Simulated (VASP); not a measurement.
Runs of VASP 6.6.1 on Al3FeCo2. The structure is that of space group P-3m1 (No. 164), or close to it. The cells are those of the table. 

```tsv
cell	further INCAR settings	gap on the mesh (eV)	pressure (GPa)	largest force (eV/Å)
a = 4.039, b = 4.039, c = 4.944 Å, angles 90.0, 90.0, 120.0°, 6 atoms	ALGO = Fast; EDIFF = 1e-07; NBANDS = 26	none	-0.1	-
a = 3.871, b = 3.871, c = 4.738 Å, angles 90.0, 90.0, 120.0°, 6 atoms	ALGO = Fast; EDIFF = 1e-06; NBANDS = 26	none	(b)	0.01
a = 3.957, b = 3.957, c = 4.843 Å, angles 90.0, 90.0, 120.0°, 6 atoms	ALGO = Fast; EDIFF = 1e-06; NBANDS = 26	none	12.7	0.01
a = 4.118, b = 4.118, c = 5.041 Å, angles 90.0, 90.0, 120.0°, 6 atoms	ALGO = Fast; EDIFF = 1e-06; NBANDS = 26	none	-9.4	-
a = 3.998, b = 3.998, c = 4.894 Å, angles 90.0, 90.0, 120.0°, 6 atoms	ALGO = Fast; EDIFF = 1e-06; NBANDS = 26	none	5.8	0.01
a = 3.914, b = 3.914, c = 4.791 Å, angles 90.0, 90.0, 120.0°, 6 atoms	ALGO = Fast; EDIFF = 1e-07; NBANDS = 26	none	(a)	0.01
a = 4.079, b = 4.079, c = 4.993 Å, angles 90.0, 90.0, 120.0°, 6 atoms	ALGO = Fast; EDIFF = 1e-06; NBANDS = 26	none	-5.1	-
```

Alike in all rows: task single point; level PBE; potentials or basis VASP PAW PBE potentials, release 64 (Al, Fe, Co); no spin polarisation; k mesh 12 × 12 × 8; cutoff (eV) 520; smearing gaussian 0.1 eV.

Task: Fill in the values left out.

Result: (a) 20.8; (b) 30.1.

Caveats: the run has no spin polarisation, though such a crystal can be magnetic; the cell stands under pressure (at least some runs); the cell stands under tension (at least some runs).

A gap of «none» marks levels without a gap at the run's occupations.
